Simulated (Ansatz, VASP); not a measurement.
# CsGeBr3 in VASP and in Ansatz

```
Cs Ge Br
1.0
     5.53333    0.00000    0.00000
     0.00000    5.53333    0.00000
     0.00000    0.00000    5.09066
Cs Ge Br
1 1 3
Direct
  0.00000 0.00000 0.00000
  0.50000 0.50000 0.50000
  0.50000 0.50000 0.00000
  0.50000 0.00000 0.50000
  0.00000 0.50000 0.50000
```

Change from the starting cell: strain +0.000 along x and y, -0.080 along z, atoms carried along.

Alike in both runs: task single point; functional LDA; k mesh 6 × 6 × 6; occupations gaussian, width 0.05 eV; no spin polarisation.

|  | VASP | Ansatz |
| --- | --- | --- |
| version | VASP 6.6.1 | Ansatz 0.2.0 |
| potentials or method | VASP PAW LDA potentials, release 64 (Cs_sv, Ge_d, Br), cutoff 520 eV | scalar-relativistic, plane waves, PAW |
| valence electrons in the cell | 44 | 44 |

|  | VASP | Ansatz | Ansatz less VASP |
| --- | --- | --- | --- |
| gap on the k mesh at the Fermi level (eV) | none | none | - |
| pressure (GPa) | 0.5 | 0.5 | -0.06 |
| traceless stress, the component that is largest in VASP (GPa) | 3.60 | 3.56 | -0.035 |

LDA's correlation is that of Perdew and Zunger in VASP and of Perdew and Wang (1992) in Ansatz. A gap of «none» marks a metal or a gap that the smearing closes.

Spin-orbit coupling is off throughout.
